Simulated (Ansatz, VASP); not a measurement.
**Two plane-wave programs on B3P**

```
B P
1.0
     3.62694    0.00000    0.00000
    -1.81347    3.14102    0.00000
     0.00000    0.00000    4.65681
B P
3 1
Direct
  0.66667 0.33333 0.33663
  0.66667 0.33333 0.66337
  0.00000 0.00000 0.00000
  0.00000 0.00000 0.50000
```

Alike in both runs: task single point; functional PBE; k mesh 6 × 6 × 4; occupations gaussian, width 0.1 eV; no spin polarisation.

|  | VASP | Ansatz |
| --- | --- | --- |
| version | VASP 6.6.1 | Ansatz 0.2.0 |
| potentials or method | VASP PAW PBE potentials, release 64 (B, P), cutoff 500 eV | scalar-relativistic, plane waves, PAW |
| valence electrons in the cell | 14 | 14 |

|  | VASP | Ansatz | Ansatz less VASP |
| --- | --- | --- | --- |
| gap on the k mesh at the Fermi level (eV) | none | none | - |
| pressure (GPa) | -12.6 | -12.6 | +0.01 |
| traceless stress, the component that is largest in VASP (GPa) | 3.08 | 3.02 | -0.064 |
| rms of the force components (eV/Å) | 1.550 | 1.538 | -0.0120 |

Atom by atom the forces differ by 0.012 eV/Å (rms over components). A gap of «none» marks a metal or a gap that the smearing closes.
